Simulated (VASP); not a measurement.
InAs, 2 atoms in the cell. The structure is cubic, space group F-43m (No. 216). The conventional cell has a = 6.058 Å, b = 6.058 Å, c = 6.058 Å, α = 90.00°, β = 90.00°, γ = 90.00°. Within 3.5 Å of In (site symmetry -43m) lie 4 As at 2.62 Å. As (site symmetry -43m) has 4 In at 2.62 Å within 3.5 Å. 

| Item | Value |
| --- | --- |
| Program | VASP 6.6.1 |
| Task | single point |
| Functional | r2SCAN |
| Potentials or basis | VASP PAW PBE potentials, release 64 (In_d, As) |
| Cutoff | 520 eV |
| k mesh | 10 × 10 × 10 |
| Occupations | gaussian, width 0.01 eV |
| Spin | non-collinear spin, zero start, spin-orbit coupling |
| Starting moments | [[0.0, 0.0, 0.0], [0.0, 0.0, 0.0]] μB |
| Dipole correction | no |
| Further INCAR settings | ALGO = Normal; EDIFF = 1e-06; NBANDS = 30 |

Potentials or basis: VASP PAW PBE potentials, release 64 (In_d, As).

The run is started by

```sh
$ cat potpaw_PBE.64/In_d/POTCAR potpaw_PBE.64/As/POTCAR > POTCAR
$ cp INCAR.step1 INCAR
$ mpirun -np 1 vasp_ncl > vasp.out
$ cp INCAR.step2 INCAR
$ mpirun -np 1 vasp_ncl > vasp.out
```

Hardware: 1 thread of Oxide Virtual Turin-like Processor, with other jobs on the host.

Problem. How long does it take, and how much memory?

Solution. Wall time 18 min on 1 thread of Oxide Virtual Turin-like Processor, with other jobs on the host, peak memory 0.44 GiB. Counts: k points 73.
